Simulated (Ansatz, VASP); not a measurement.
## SiSe4 in VASP and in Ansatz

```
Si Se
1.0
    -3.06473    3.06473    3.06473
     3.06473   -3.06473    3.06473
     3.06473    3.06473   -3.06473
Si Se
1 4
Cartesian
  0.0000 0.0000 0.0000
  1.5324 1.5324 -1.5324
  1.5324 -1.5324 1.5324
  -1.5324 1.5324 1.5324
  1.5324 1.5324 1.5324
```

Change from the starting cell: species swapped into the MnGa4 type (Im-3m, No. 229).

Alike in both runs: functional PBE; k mesh 10 × 10 × 10; occupations gaussian, width 0.1 eV; no spin polarisation.

Ansatz relaxed the structure, and its values are those at the end. VASP's run is a single point on that final structure, the one shown.

```csv
,VASP,Ansatz
version,VASP 6.6.1,Ansatz 0.2.0
potentials or method,"VASP PAW PBE potentials, release 64 (Si, Se), cutoff 520 eV","scalar-relativistic, plane waves, PAW"
valence electrons in the cell,28,68
```

|  | VASP | Ansatz | Ansatz less VASP |
| --- | --- | --- | --- |
| gap on the k mesh at the Fermi level (eV) | none | none | - |
| pressure (GPa) | 0.1 | 0.0 | -0.02 |

A gap of «none» marks a metal or a gap that the smearing closes. With one functional, cell and mesh, what is left measures potentials, basis and numerics. VASP's potentials hold 28 valence electrons a cell and Ansatz's 68, so a difference there can come from the potentials and not from the codes.
